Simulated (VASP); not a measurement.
# Cr (Im-3m) in VASP: further runs

Runs on Cr. Level: PBE. Tasks: single point, relaxation of cell and atoms.

Everything below comes from runs of VASP 6.6.1. Logs are shortened: lines on timing, memory, paths and dates and some standing lists are left out, and cuts for length are marked.

### Step 1. The cell of the first run

Symmetry: Im-3m, No. 229, cubic system. The conventional cell has a = 2.848 Å, b = 2.848 Å, c = 2.848 Å, α = 90.00°, β = 90.00°, γ = 90.00°. Cr (site symmetry m-3m) has 14 Cr at 2.47 to 2.85 Å within 3.3 Å.

### Step 2. Single point, PBE

File INCAR:

```
PREC     = Accurate       # precision mode
ENCUT    = 520            # plane-wave cutoff, eV
EDIFF    = 1E-6           # SCF threshold, eV
ISMEAR   = -1             # smearing method
SIGMA    = 0.08           # smearing width, eV
LREAL    = F              # projectors in reciprocal space
LASPH    = T              # aspherical terms in the spheres
NELM     = 100            # most SCF steps
ALGO     = Normal         # electronic algorithm
ISIF     = 2              # what is computed and relaxed
LWAVE    = F              # write WAVECAR
LCHARG   = F              # write CHGCAR
GGA      = PE             # functional
NBANDS   = 12             # bands
```

File KPOINTS:

```
Automatic mesh
0
Gamma
  21 21 21
```

File POSCAR:

```
Cr
1.0
   -1.4242443870      1.4242443870      1.4242443870
    1.4242443870     -1.4242443870      1.4242443870
    1.4242443870      1.4242443870     -1.4242443870
Cr
1
Direct
    0.0000000000      0.0000000000      0.0000000000
```

Potentials or basis: VASP PAW PBE potentials, release 64 (Cr_pv).

Launch:

```bash
$ cat potpaw_PBE.64/Cr_pv/POTCAR > POTCAR
$ mpirun -np 1 vasp_std > vasp.out
```

OUTCAR:

```text
PREC = Accurate
   ENCUT = 520
   EDIFF = 1E-6
   ISMEAR = -1
   LREAL = F
   LASPH = T
   NELM = 100
   ISIF = 2
   GGA = PE

 ion  position               nearest neighbor table
   1  0.000  0.000  0.000-

  LATTYP: Found a body centered cubic cell.
 ALAT       =     2.8484887740

  Lattice vectors:

 A1 = (  -1.4242443870,   1.4242443870,   1.4242443870)
 A2 = (   1.4242443870,  -1.4242443870,   1.4242443870)
 A3 = (   1.4242443870,   1.4242443870,  -1.4242443870)

Analysis of symmetry for initial positions (statically):
=====================================================================
 Subroutine PRICEL returns:
 Original cell was already a primitive cell.

 Routine SETGRP: Setting up the symmetry group for a
 body centered cubic supercell.

 Subroutine GETGRP returns: Found 48 space group operations
 (whereof 48 operations were pure point group operations)
 out of a pool of 48 trial point group operations.

The static configuration has the point symmetry O_h .

Analysis of symmetry for dynamics (positions and initial velocities):
=====================================================================
 Subroutine PRICEL returns:
 Original cell was already a primitive cell.

 Routine SETGRP: Setting up the symmetry group for a
 body centered cubic supercell.

 Subroutine GETGRP returns: Found 48 space group operations
 (whereof 48 operations were pure point group operations)
 out of a pool of 48 trial point group operations.

The dynamic configuration has the point symmetry O_h .

 Subroutine INISYM returns: Found 48 space group operations
 (whereof 48 operations are pure point group operations),
 and found     1 'primitive' translations

----------------------------------------------------------------------------------------

                                     Primitive cell

  volume of cell :      11.5562

  direct lattice vectors                    reciprocal lattice vectors
    -1.424244387  1.424244387  1.424244387     0.000000000  0.351063346  0.351063346
     1.424244387 -1.424244387  1.424244387     0.351063346  0.000000000  0.351063346
     1.424244387  1.424244387 -1.424244387     0.351063346  0.351063346  0.000000000

  length of vectors
     2.466863641  2.466863641  2.466863641     0.496478545  0.496478545  0.496478545

  position of ions in fractional coordinates (direct lattice)
     0.000000000  0.000000000  0.000000000

  ion indices of the primitive-cell ions
   primitive index   ion index
                 1           1

----------------------------------------------------------------------------------------

 KPOINTS: Automatic mesh

Automatic generation of k-mesh.
 Grid dimensions read from file:
 generate k-points for:   21   21   21

 Generating k-lattice:

  Cartesian coordinates                     Fractional coordinates (reciprocal lattice)
     0.000000000  0.016717302  0.016717302     0.047619048  0.000000000  0.000000000
     0.016717302  0.000000000  0.016717302     0.000000000  0.047619048  0.000000000
     0.016717302  0.016717302  0.000000000     0.000000000  0.000000000  0.047619048

  Length of vectors
     0.023641835  0.023641835  0.023641835

  Shift w.r.t. Gamma in fractional coordinates (k-lattice)
     0.000000000  0.000000000  0.000000000

 Subroutine IBZKPT returns following result:
 ===========================================

 Found    286 irreducible k-points:

 Following reciprocal coordinates:
            Coordinates               Weight
  0.000000  0.000000  0.000000      1.000000
  0.047619  0.000000  0.000000     12.000000
  0.095238  0.000000  0.000000     12.000000
  0.142857  0.000000  0.000000     12.000000
  0.190476  0.000000  0.000000     12.000000
  0.238095  0.000000  0.000000     12.000000
[... 16 lines left out ...]
  0.142857  0.095238  0.000000     48.000000
  0.190476  0.095238  0.000000     48.000000
 [... further k-points ...]
   k-points           NKPTS =    286   k-points in BZ     NKDIM =    286   number of bands    NBANDS=     12
   number of dos      NEDOS =    301   number of ions     NIONS =      1
   total plane-waves  NPLWV =   5832
   dimension x,y,z NGX =    18 NGY =   18 NGZ =   18
   dimension x,y,z NGXF=    36 NGYF=   36 NGZF=   36
   ions per type =               1
   NGX,Y,Z   is equivalent  to a cutoff of  12.13, 12.13, 12.13 a.u.
   NGXF,Y,Z  is equivalent  to a cutoff of  24.26, 24.26, 24.26 a.u.
 SYSTEM =  unknown system
   PREC   = accura    normal or accurate (medium, high low for compatibility)
   ISTART =      0    job   : 0-new  1-cont  2-samecut
   ICHARG =      2    charge: 1-file 2-atom 10-const
   ISPIN  =      1    spin polarized calculation?
   LNONCOLLINEAR =      F non collinear calculations
   LSORBIT =      F    spin-orbit coupling
   LASPH  =      T    aspherical Exc in radial PAW
   ENCUT  =  520.0 eV  38.22 Ry    6.18 a.u.   4.59  4.59  4.59*2*pi/ulx,y,z
   NELM   =    100;   NELMIN=  2; NELMDL= -5     # of ELM steps
   EDIFF  = 0.1E-05   stopping-criterion for ELM
   LREAL  =      F    real-space projection
   EDIFFG = 0.1E-04   stopping-criterion for IOM
   NSW    =      0    number of steps for IOM
   IBRION =     -1    ionic relax: 0-MD 1-quasi-New 2-CG
   NFREE  =      0    steps in history (QN), initial steepest desc. (CG)
   ISIF   =      2    stress and relaxation
   ISYM   =      2    0-nonsym 1-usesym 2-fastsym
   POTIM  = 0.5000    time-step for ionic-motion
   TEBEG  =    0.0;   TEEND  =   0.0 temperature during run
   PSTRESS=    0.0 pullay stress
   NELECT =      12.0000    total number of electrons
   NUPDOWN=      -1.0000    fix difference up-down
   EMIN   =  10.00;   EMAX   =-10.00  energy-range for DOS
   EFERMI =   0.00;   METHOD = LEGACY
   ISMEAR =    -1;   SIGMA  =   0.08  broadening in eV -4-tet -1-fermi 0-gaus
   EFERMI_NEDOS =   21; number of points for ismear=-14 and -15
   IALGO  =     38    algorithm
   IMIX   =      4    mixing-type and parameters
     AMIX     =   0.40;   BMIX     =  1.00
     AMIX_MAG =   1.60;   BMIX_MAG =  1.00
  volume/ion in A,a.u.               =      11.56        77.98
  Fermi-wavevector in a.u.,A,eV,Ry     =   1.657795  3.132778 37.392661  2.748283
  Thomas-Fermi vector in A             =   2.745486
   LORBIT       =      0    0 simple, 1 ext, 2 COOP (PROOUT), +10 PAW based schemes
   GGA     = PE    functional components
   LHFCALC =     F    Hartree Fock is set to
   AEXX    =    0.0000 exact exchange contribution
   IVDW    =     0    specifies the selected vdW correction
   LEPSILON=     F    determine dielectric tensor
   LRPA    =     F    only Hartree local field effects (RPA)
 non-spin polarized calculation
  energy-cutoff  :      520.00
  volume of cell :       11.56
 maximum number of plane-waves:       325
   NGX =  9   NGY =  9   NGZ =  9

 number of electron      11.9999993 magnetization

 Free energy of the ion-electron system (eV)
  ---------------------------------------------------
  ext. energy  EPLUGINS =         0.00000000
  ---------------------------------------------------
  free energy    TOTEN  =        -9.52298661 eV

  energy without entropy =       -9.50710993  energy(sigma->0) =       -9.51504827

 E-fermi :  10.9744     XC(G=0): -13.6715

 val. band max:       10.9644545126   @ k =  -0.4286   0.4286   0.0476
 cond. band min:      10.9844422302   @ k =  -0.1905   0.2381   0.0952
 fundamental gap:      0.0199877176
 Fermi energy:        10.9744478484

 k-point     1 :       0.0000    0.0000    0.0000
  band No.  band energies     occupation
      1     -31.7632      2.00000
      2     -31.7632      2.00000
      3     -31.7632      2.00000
      4       3.1106      2.00000
      5      10.0539      1.99998
      6      10.0539      1.99998
      7      10.0539      1.99998
      8      12.1062      0.00000
      9      12.1062      0.00000
     10      18.0699      0.00000
     11      33.2650      0.00000
     12      33.2650      0.00000

 k-point     2 :       0.0476    0.0000    0.0000
  band No.  band energies     occupation
      1     -31.7844      2.00000
      2     -31.7697      2.00000
      3     -31.7633      2.00000
      4       3.2106      2.00000
      5      10.0151      1.99999
      6      10.0480      1.99998
      7      10.1215      1.99995
      8      12.0617      0.00000
      9      12.1089      0.00000
     10      18.0699      0.00000
     11      33.0284      0.00000
     12      33.2394      0.00000

 k-point     3 :       0.0952    0.0000    0.0000
  band No.  band energies     occupation
      1     -31.8461      2.00000
      2     -31.7886      2.00000
      3     -31.7637      2.00000
      4       3.5044      2.00000
      5       9.9034      2.00000
      6      10.0219      1.99999
      7      10.3209      1.99943
      8      11.9499      0.00001
      9      12.1177      0.00000
     10      18.0698      0.00000
     11      32.3463      0.00000
     12      33.1042      0.00000

 k-point     4 :       0.1429    0.0000    0.0000
  band No.  band energies     occupation
      1     -31.9419      2.00000
      2     -31.8182      2.00000
      3     -31.7642      2.00000
      4       3.9724      2.00000
      5       9.7325      2.00000
      6       9.9567      1.99999
      7      10.6424      1.96898
      8      11.8272      0.00005
      9      12.1352      0.00000
     10      18.0697      0.00000
     11      31.2701      0.00000
     12      32.7291      0.00000

 k-point     5 :       0.1905    0.0000    0.0000
  band No.  band energies     occupation
      1     -32.0626      2.00000
      2     -31.8556      2.00000
      3     -31.7650      2.00000
      4       4.5765      2.00000
      5       9.5215      2.00000
      6       9.8483      2.00000
      7      11.0689      0.46980
      8      11.7562      0.00011
      9      12.1637      0.00000
     10      18.0696      0.00000
     11      29.8631      0.00000
     12      32.0596      0.00000
[... 228 lines left out ...]
      1     -32.6703      2.00000
      2     -32.0568      2.00000
      3     -31.7776      2.00000
      4       6.5947      2.00000
      5       8.5209      2.00000
      6      11.6439      0.00046
      7      12.0914      0.00000
      8      12.6825      0.00000
      9      14.0454      0.00000
     10      18.0630      0.00000
     11      20.8754      0.00000
     12      27.9554      0.00000

 k-point    22 :       0.0952    0.0952    0.0000
  band No.  band energies     occupation
      1     -31.9946      2.00000
      2     -31.8171      2.00000
      3     -31.7834      2.00000
      4       4.2441      2.00000
      5       9.7109      2.00000
      6       9.7976      2.00000
      7      10.8788      1.53569
      8      11.7263      0.00017
      9      12.1905      0.00000
     10      18.0697      0.00000
     11      30.9581      0.00000
     12      32.0618      0.00000

 k-point    23 :       0.1429    0.0952    0.0000
  band No.  band energies     occupation
      1     -32.1042      2.00000
      2     -31.8527      2.00000
      3     -31.7896      2.00000
      4       4.8340      2.00000
      5       9.5213      2.00000
      6       9.6513      2.00000
      7      11.3303      0.02312
      8      11.6430      0.00047
      9      12.2527      0.00000
     10      18.0695      0.00000
     11      29.7947      0.00000
     12      31.1697      0.00000

 k-point    24 :       0.1905    0.0952    0.0000
  band No.  band energies     occupation
      1     -32.2242      2.00000
      2     -31.8984      2.00000
      3     -31.7927      2.00000
      4       5.4957      2.00000
      5       9.2941      2.00000
      6       9.5284      2.00000
      7      11.6328      0.00053
      8      11.8699      0.00003
      9      12.3232      0.00000
     10      18.0692      0.00000
     11      28.2771      0.00000
     12      30.2874      0.00000

 [... further k-points ...]
[... 5 lines left out ...]
  --------------------------------------------------------------------------------------
  -------------------------------------------------------------------------------------
  Total       -0.0356259     -0.0356259     -0.0356259      0.0000000     -0.0000000     -0.0000000
  in kB       -4.9392728     -4.9392728     -4.9392728      0.0000000     -0.0000000     -0.0000000
  external PRESSURE =      -4.9392728 kB  Pullay stress =       0.0000000 kB

 VOLUME and BASIS-vectors are now :
 -----------------------------------------------------------------------------
  energy-cutoff  :      520.00
  volume of cell :       11.56
      direct lattice vectors                 reciprocal lattice vectors
    -1.424244387  1.424244387  1.424244387     0.000000000  0.351063346  0.351063346
     1.424244387 -1.424244387  1.424244387     0.351063346  0.000000000  0.351063346
     1.424244387  1.424244387 -1.424244387     0.351063346  0.351063346  0.000000000

 POSITION                                       TOTAL-FORCE (eV/Angst)
 -----------------------------------------------------------------------------------
      0.00000      0.00000      0.00000         0.000000      0.000000      0.000000
 -----------------------------------------------------------------------------------
    total drift:                                0.000000     -0.000000      0.000000

  FREE ENERGIE OF THE ION-ELECTRON SYSTEM (eV)
  ---------------------------------------------------
  free  energy   TOTEN  =        -9.5229866070 eV

  energy  without entropy=       -9.5071099343  energy(sigma->0) =       -9.51504827
```

It took 16 s on 1 thread of AMD EPYC 9R45 (Zen 5), shared host; peak memory 0.12 GiB.

Results:

```
Free energy            : -9.5230 eV
Pressure               : -0.5 GPa
Band gap on the k mesh : zero (band 6 reaches 13.34 eV, above the bottom of band 7 at 10.05 eV)
```

Levels at points of the mesh, in eV from the Fermi level:
```tsv
k point	band 3	band 4	band 5	band 6	band 7	band 8	band 9	band 10
(0.00, 0.00, 0.00)	-42.74	-7.86	-0.92	-0.92	-0.92	1.13	1.13	7.10
```

Caveat: the run has no spin polarisation, though such a crystal can be magnetic.

### Step 3. Single point, PBE

File INCAR:

```
SYSTEM = Cr
PREC = Accurate
ENCUT = 520
EDIFF = 1E-6
ISMEAR = -1
SIGMA = 0.08
LREAL = .FALSE.
LASPH = .TRUE.
NELM = 100
ALGO = Normal
ISIF = 2
LWAVE = .FALSE.
LCHARG = .FALSE.
GGA = PE
NBANDS = 12
```

File KPOINTS:

```
regular mesh
0
G
  21 21 21
  0 0 0
```

POSCAR is that of step 2.

Potentials or basis: VASP PAW PBE potentials, release 64 (Cr_pv).

Launch:

```bash
$ cat potpaw_PBE.64/Cr_pv/POTCAR > POTCAR
$ mpirun -np 1 vasp_std > vasp.out
```

Wall time 16 s (1 thread of AMD EPYC 9R45 (Zen 5), shared host); peak memory 0.12 GiB.

It converged, with:

```yaml
Free_energy: -9.5230 eV
Pressure: -0.5 GPa
Band_gap_on_the_k_mesh: zero (band 6 reaches 13.34 eV, above the bottom of band 7 at 10.05 eV)
```

Levels at points of the mesh, in eV from the Fermi level:
```
           k point  band 4  band 5  band 6  band 7  band 8  band 9
(0.00, 0.00, 0.00)   -7.86   -0.92   -0.92   -0.92    1.13    1.13
```

Caveat: the run has no spin polarisation, though such a crystal can be magnetic. Spin polarisation is off, so any magnetic state and its effect on volume and gap are missing.

### Step 4. Relaxation of cell and atoms, PBE

This run uses another cell than the first one, of 11.76 Å³/atom, 1.018 times its volume.

File INCAR:

```
SYSTEM = Cr
PREC     = Accurate       ! precision mode
ENCUT    = 600            ! plane-wave cutoff, eV
EDIFF    = 1E-6           ! SCF threshold, eV
ISMEAR   = -1             ! smearing method
SIGMA    = 0.08           ! smearing width, eV
LREAL    = .False.        ! projectors in reciprocal space
LASPH    = .True.         ! aspherical terms in the spheres
NELM     = 60             ! most SCF steps
ALGO     = Normal         ! electronic algorithm
ISIF     = 3              ! what is computed and relaxed
LWAVE    = .False.        ! write WAVECAR
LCHARG   = .False.        ! write CHGCAR
GGA      = PE             ! functional
IBRION   = 2              ! ionic algorithm
NSW      = 60             ! ionic steps
EDIFFG   = -0.005         ! ionic threshold
```

File KPOINTS:

```
regular mesh
0
Gamma
  21 21 21
  0 0 0
```

File POSCAR:

```
Cr
1.0
   -1.4326509582      1.4326509582      1.4326509582
    1.4326509582     -1.4326509582      1.4326509582
    1.4326509582      1.4326509582     -1.4326509582
Cr
1
Direct
    0.0000000000      0.0000000000      0.0000000000
```

Launch:

```bash
$ cat potpaw_PBE.64/Cr_pv/POTCAR > POTCAR
$ mpirun -np 1 vasp_std > vasp.out
```

It took 38 s on 1 thread of AMD EPYC 9R45 (Zen 5), shared host; peak memory 0.14 GiB.

The run converged. Its results:

```
Free energy                            : -9.5230 eV
Relaxed volume                         : 11.53 Å³/atom
Relaxed cell                           : a = 2.465 Å, b = 2.465 Å, c = 2.465 Å, α = 109.47°, β = 109.47°, γ = 109.47°
Space group after relaxing (to 0.05 Å) : Im-3m (No. 229)
Energy gained by relaxing              : 3.6 meV/atom
Ionic steps                            : 3
Pressure after relaxing                : -0.1 GPa
Band gap on the k mesh                 : zero (band 6 reaches 13.37 eV, above the bottom of band 7 at 10.08 eV)
```

Step by step:
```tsv
step	energy change (eV)	largest force (eV/Å)	pressure (GPa)	volume (Å³)
1	0.0000	0.0000	-4.88	11.76
2	0.0065	0.0000	8.98	11.16
3	-0.0036	0.0000	-0.06	11.53
```

Final structure:
```xyz
1
Lattice="-1.4233 1.4233 1.4233 1.4233 -1.4233 1.4233 1.4233 1.4233 -1.4233" Properties=species:S:1:pos:R:3 pbc="T T T"
Cr    0.0000    0.0000    0.0000
```

Levels at points of the mesh, in eV from the Fermi level:
| k point | band 4 | band 5 | band 6 | band 7 | band 8 | band 9 |
| --- | --- | --- | --- | --- | --- | --- |
| (0.00, 0.00, 0.00) | -7.87 | -0.92 | -0.92 | -0.92 | 1.13 | 1.13 |

Caveat: the run has no spin polarisation, though such a crystal can be magnetic.

### Step 5. Single point, PBE (volume scaled by 0.4)

File INCAR:

```
  ALGO = Normal
  EDIFF = 1E-6
  ENCUT = 520
  GGA = PE
  ISIF = 2
  ISMEAR = -1
  LASPH = True
  LCHARG = False
  LREAL = False
  LWAVE = False
  NBANDS = 12
  NELM = 80
  PREC = Accurate
  SIGMA = 0.08
```

File KPOINTS:

```
k-points
0
Gamma
  21 21 21
```

File POSCAR:

```
Cr
1.0
   -1.0493922367      1.0493922367      1.0493922367
    1.0493922367     -1.0493922367      1.0493922367
    1.0493922367      1.0493922367     -1.0493922367
Cr
1
Direct
    0.0000000000      0.0000000000      0.0000000000
```

Launch:

```bash
$ cat potpaw_PBE.64/Cr_pv/POTCAR > POTCAR
$ mpirun -np 1 vasp_std > vasp.out
```

Run time: 9.4 s. Hardware: 1 thread of Intel Xeon Platinum 8259CL at 2.50GHz (Skylake/Cascade Lake), shared host; peak memory 0.12 GiB.

The run converged, but its numbers aren't listed here, since they failed a check.

Caveat: the cell differs from its parent crystal (volume scaled by 0.4); the run has no spin polarisation, though such a crystal can be magnetic.
